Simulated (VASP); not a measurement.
Set up this calculation in VASP 6.6.1, as the native input.

```yaml
Task: single point
Functional: r2SCAN
Potentials_or_basis: VASP PAW PBE potentials, release 64 (V_sv, Ge_d)
Cutoff: 550 eV
k_mesh: 2 × 2 × 2
Occupations: gaussian, width 0.1 eV
Spin: collinear spin, ferromagnetic start
Starting_moments: "[1.5, 1.5, 0.0, 0.0] μB"
Dipole_correction: no
Further_INCAR_settings: ALGO = Normal; EDIFF = 1e-06; NBANDS = 39
```

Crystal: VGe.

```
V Ge
1.0
     3.91303    0.00000    0.00000
     0.00000    3.91303    0.00000
     0.00000    0.00000    4.05433
V Ge
2 2
Direct
  0.00000 0.00000 0.00000
  0.50000 0.50000 0.00000
  0.50000 0.00000 0.50000
  0.00000 0.50000 0.50000
```

These files were run (other wordings do the same):

POSCAR

```
VGe
1.0
    3.9130340000      0.0000000000      0.0000000000
    0.0000000000      3.9130340000      0.0000000000
    0.0000000000      0.0000000000      4.0543280000
V Ge
2 2
Direct
    0.0000000000      0.0000000000      0.0000000000
    0.5000000000      0.5000000000      0.0000000000
    0.5000000000      0.0000000000      0.5000000000
    0.0000000000      0.5000000000      0.5000000000
```

INCAR.step1

```
ALGO = Normal
EDIFF = 1E-5
ENCUT = 550
GGA = PE
GGA_COMPAT = F
ISMEAR = 0
ISPIN = 2
LASPH = T
LCHARG = F
LMAXMIX = 4
LREAL = F
LWAVE = T
MAGMOM = 1.5 1.5 0 0
NBANDS = 39
NELM = 200
PREC = Accurate
SIGMA = 0.1
```

INCAR.step2

```
ALGO = Normal
EDIFF = 1E-6
ENCUT = 550
GGA_COMPAT = F
ISIF = 2
ISMEAR = 0
ISPIN = 2
ISTART = 1
LASPH = T
LCHARG = F
LMAXMIX = 4
LMIXTAU = T
LORBIT = 11
LREAL = F
LWAVE = F
MAGMOM = 1.5 1.5 0 0
METAGGA = R2SCAN
NBANDS = 39
NELM = 200
PREC = Accurate
SIGMA = 0.1
```

KPOINTS

```
k-points
0
Gamma
  2 2 2
```

Potentials or basis: VASP PAW PBE potentials, release 64 (V_sv, Ge_d).

The run is started by

```console
$ cat potpaw_PBE.64/V_sv/POTCAR potpaw_PBE.64/Ge_d/POTCAR > POTCAR
$ cp INCAR.step1 INCAR
$ mpirun -np 1 vasp_std > vasp.out
$ cp INCAR.step2 INCAR
$ mpirun -np 1 vasp_std > vasp.out
```

It gave:

| Property | Result |
| --- | --- |
| Pressure | -11.1 GPa |
| Net moment | 1.84 μB per cell |
| Site moments | V +0.93; Ge -0.07 μB |
| Valence electrons inside the program's atomic spheres | V 11.45; Ge 12.37 |

Caveat: the k points lie up to 0.80 Å⁻¹ apart; the PAW data sets were made with another functional, which shifts forces and pressure a little.

Run time: 3.8 min on 1 thread of Intel Xeon 6975P-C, with other jobs on the host, peak memory 0.22 GiB.
